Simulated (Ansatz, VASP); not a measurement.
**Hf in VASP and in Ansatz**

```
Hf
1.0
     3.08709    0.00000    0.00000
    -1.54355    2.67350    0.00000
     0.00000    0.00000    4.88644
Hf
2
Direct
  0.33333 0.66667 0.25000
  0.66667 0.33333 0.75000
```

Alike in both runs: task single point; functional PBEsol; k mesh 6 × 6 × 4; occupations gaussian, width 0.1 eV; no spin polarisation.

|  | VASP | Ansatz |
| --- | --- | --- |
| version | VASP 6.6.1 | Ansatz 0.2.0 |
| potentials or method | VASP PAW PBE potentials, release 64 (Hf_pv), cutoff 520 eV | scalar-relativistic, plane waves, PAW |
| valence electrons in the cell | 20 | 52 |

|  | VASP | Ansatz | Ansatz less VASP |
| --- | --- | --- | --- |
| gap on the k mesh at the Fermi level (eV) | none | none | - |
| pressure (GPa) | 8.1 | 8.3 | +0.20 |
| traceless stress, the component that is largest in VASP (GPa) | 0.39 | 0.49 | +0.106 |

VASP's potentials were made for PBE, not for PBEsol. A gap of «none» marks a metal or a gap that the smearing closes. VASP's potentials hold 20 valence electrons a cell and Ansatz's 52, so a difference there can come from the potentials and not from the codes.

The k mesh is coarse, so the values compare programs but aren't converged. Neither program's run includes spin-orbit coupling.
